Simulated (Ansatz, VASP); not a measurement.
One calculation of ScNbP2SO12, two programs

File INCAR:

```
SYSTEM = ScNbP2SO12
PREC     = Accurate       ! precision mode
ENCUT    = 520            ! plane-wave cutoff, eV
EDIFF    = 1E-8           ! SCF threshold, eV
ISMEAR   = -1             ! smearing method
SIGMA    = 0.02           ! smearing width, eV
LREAL    = Auto         
LASPH    = .TRUE.         ! aspherical terms in the spheres
NELM     = 100            ! most SCF steps
ALGO     = Normal         ! electronic algorithm
ISIF     = 2              ! what is computed and relaxed
LWAVE    = .FALSE.        ! write WAVECAR
LCHARG   = .FALSE.        ! write CHGCAR
GGA      = PE             ! functional
LEFG     = .TRUE.       
NBANDS   = 135            ! bands
```

KPOINTS

```
regular mesh
0
G
  3 3 3
  0 0 0
```

The input POSCAR:

```
ScNbP2SO12
1.0
    7.6659834101     -4.4162004100      0.0000000000
    7.6659834101      4.4162004100      0.0000000000
   -5.1887711582      0.0000000000      7.5989524584
Sc Nb P S O
2 2 4 2 24
Direct
    0.1406086900      0.6455000700      0.9329819300
    0.6455000700      0.1406086900      0.4329819300
    0.8439402200      0.3637685500      0.0708582500
    0.3637685500      0.8439402200      0.5708582500
    0.5328892800      0.4601362200      0.2472188200
    0.9630338200      0.7499616300      0.2470215400
    0.7499616300      0.9630338200      0.7470215400
    0.4601362200      0.5328892800      0.7472188200
    0.2479670800      0.0384145200      0.2494769200
    0.0384145200      0.2479670800      0.7494769200
    0.3711478600      0.4940496400      0.0867234100
    0.2234307600      0.8790919000      0.0921647200
    0.9943728800      0.7214525500      0.0870609100
    0.7214525500      0.9943728800      0.5870609100
    0.8790919000      0.2234307600      0.5921647200
    0.4940496400      0.3711478600      0.5867234100
    0.6378430100      0.5045455900      0.9150083100
    0.7736946200      0.1396404400      0.9139750200
    0.0121581000      0.2685931200      0.9074349000
    0.2685931200      0.0121581000      0.4074349000
    0.1396404400      0.7736946200      0.4139750200
    0.5045455900      0.6378430100      0.4150083100
    0.2920943200      0.5740287300      0.7814123000
    0.9124724100      0.7939460900      0.7808246900
    0.0704359200      0.4068924300      0.7748982800
    0.4068924300      0.0704359200      0.2748982800
    0.7939460900      0.9124724100      0.2808246900
    0.5740287300      0.2920943200      0.2814123000
    0.7099981300      0.4382307500      0.2221720700
    0.0794445900      0.2073250200      0.2232871700
    0.9393812800      0.5695098100      0.2174807900
    0.5695098100      0.9393812800      0.7174807900
    0.2073250200      0.0794445900      0.7232871700
    0.4382307500      0.7099981300      0.7221720700
```

Input for Ansatz:

```yaml
crystal:
  lattice:
    - [7.6659834101, -4.41620041, 0.0]
    - [7.6659834101, 4.41620041, 0.0]
    - [-5.1887711582, 0.0, 7.5989524584]
  atoms:
    - { symbol: Sc, position: [0.14060869, 0.64550007, 0.93298193] }
    - { symbol: Sc, position: [0.64550007, 0.14060869, 0.43298193] }
    - { symbol: Nb, position: [0.84394022, 0.36376855, 0.07085825] }
    - { symbol: Nb, position: [0.36376855, 0.84394022, 0.57085825] }
    - { symbol: P, position: [0.53288928, 0.46013622, 0.24721882] }
    - { symbol: P, position: [0.96303382, 0.74996163, 0.24702154] }
    - { symbol: P, position: [0.74996163, 0.96303382, 0.74702154] }
    - { symbol: P, position: [0.46013622, 0.53288928, 0.74721882] }
    - { symbol: S, position: [0.24796708, 0.03841452, 0.24947692] }
    - { symbol: S, position: [0.03841452, 0.24796708, 0.74947692] }
    - { symbol: O, position: [0.37114786, 0.49404964, 0.08672341] }
    - { symbol: O, position: [0.22343076, 0.8790919, 0.09216472] }
    - { symbol: O, position: [0.99437288, 0.72145255, 0.08706091] }
    - { symbol: O, position: [0.72145255, 0.99437288, 0.58706091] }
    - { symbol: O, position: [0.8790919, 0.22343076, 0.59216472] }
    - { symbol: O, position: [0.49404964, 0.37114786, 0.58672341] }
    - { symbol: O, position: [0.63784301, 0.50454559, 0.91500831] }
    - { symbol: O, position: [0.77369462, 0.13964044, 0.91397502] }
    - { symbol: O, position: [0.0121581, 0.26859312, 0.9074349] }
    - { symbol: O, position: [0.26859312, 0.0121581, 0.4074349] }
    - { symbol: O, position: [0.13964044, 0.77369462, 0.41397502] }
    - { symbol: O, position: [0.50454559, 0.63784301, 0.41500831] }
    - { symbol: O, position: [0.29209432, 0.57402873, 0.7814123] }
    - { symbol: O, position: [0.91247241, 0.79394609, 0.78082469] }
    - { symbol: O, position: [0.07043592, 0.40689243, 0.77489828] }
    - { symbol: O, position: [0.40689243, 0.07043592, 0.27489828] }
    - { symbol: O, position: [0.79394609, 0.91247241, 0.28082469] }
    - { symbol: O, position: [0.57402873, 0.29209432, 0.2814123] }
    - { symbol: O, position: [0.70999813, 0.43823075, 0.22217207] }
    - { symbol: O, position: [0.07944459, 0.20732502, 0.22328717] }
    - { symbol: O, position: [0.93938128, 0.56950981, 0.21748079] }
    - { symbol: O, position: [0.56950981, 0.93938128, 0.71748079] }
    - { symbol: O, position: [0.20732502, 0.07944459, 0.72328717] }
    - { symbol: O, position: [0.43823075, 0.70999813, 0.72217207] }
kpoints:
  mp_grid: { grid: [3, 3, 3] }
scf:
  occupations: { method: fermi_dirac, width: 0.02 }
hamiltonian:
  xc: pbe
  pseudopotentials: { kind: paw }
output:
  forces: true
  stress: true
  populations: true
  efg:
    quadrupole_moments_barn: { Sc: -0.22, Nb: -0.32, S: -0.0694, O: -0.02558 }
    contact_densities: true
```

Alike in both runs: task electric field gradients; functional PBE; k mesh 3 × 3 × 3; occupations fermi-dirac, width 0.02 eV; no spin polarisation.

|  | VASP | Ansatz |
| --- | --- | --- |
| version | VASP 6.6.1 | Ansatz 0.2.0 |
| potentials or method | VASP PAW PBE potentials, release 64 (Sc_sv, Nb_sv, P, S, O) | plane-wave PAW, scalar-relativistic |
| plane-wave cutoff (eV) | 520 | 420 |
| valence electrons in the cell | 224 | 224 |

```tsv
	VASP	Ansatz	Ansatz less VASP
gap on the k mesh at the Fermi level (eV)	2.50	2.52	+0.020
pressure (GPa)	-0.9	-0.3	+0.65
traceless stress, the component that is largest in VASP (GPa)	0.23	0.19	-0.042
rms of the force components (eV/Å)	0.181	0.215	+0.0341
size of Vzz on the site where it differs most (V/Å²)	57.7	52.3	-5.40
```

Atom by atom the forces differ by 0.091 eV/Å (rms over components). With one functional, cell and mesh, what is left measures potentials, basis and numerics.
